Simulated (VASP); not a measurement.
Here is a VASP 6.6.1 calculation.

POSCAR

```
Nb
1.0
    2.8587040803      0.0000000000      0.0000000000
   -1.4293520401      2.4757103555      0.0000000000
    0.0000000000      0.0000000000      5.2419558031
Nb
2
Direct
    0.3333333333      0.6666666667      0.7500000000
    0.6666666667      0.3333333333      0.2500000000
```

File INCAR.step1:

```
SYSTEM = Nb
PREC = Accurate
ENCUT = 520
ISMEAR = 0
SIGMA = 0.05
LREAL = .False.
LASPH = .True.
NELM = 60
NBANDS = 20
GGA = PE
ALGO = Normal
EDIFF = 1E-4
LWAVE = .True.
LCHARG = .False.
```

Contents of INCAR.step2:

```
SYSTEM = Nb
PREC = Accurate
ENCUT = 520
EDIFF = 1E-6
ISMEAR = 0
SIGMA = 0.05
LREAL = .False.
LASPH = .True.
NELM = 60
ALGO = Normal
ISIF = 2
LWAVE = .False.
LCHARG = .True.
METAGGA = R2SCAN
LMIXTAU = .True.
LELF = .True.
LVHAR = .True.
NBANDS = 20
ISTART = 1
```

Contents of KPOINTS:

```
Automatic mesh
0
Gamma
  16 16 8
  0 0 0
```

Potentials or basis: VASP PAW PBE potentials, release 64 (Nb_sv).

Launch:

```sh
$ cat potpaw_PBE.64/Nb_sv/POTCAR > POTCAR
$ cp INCAR.step1 INCAR
$ mpirun -np 1 vasp_std > vasp.out
$ cp INCAR.step2 INCAR
$ mpirun -np 1 vasp_std > vasp.out
```

**Question.** What does it give for the pressure?

**Answer.** -0.2 GPa.

**Question.** What does it give for the band gap on the k mesh?

**Answer.** Zero (band 13 reaches 13.22 eV, above the bottom of band 14 at 10.32 eV).

Caveat: the PAW data sets were made with another functional, which shifts forces and pressure a little.
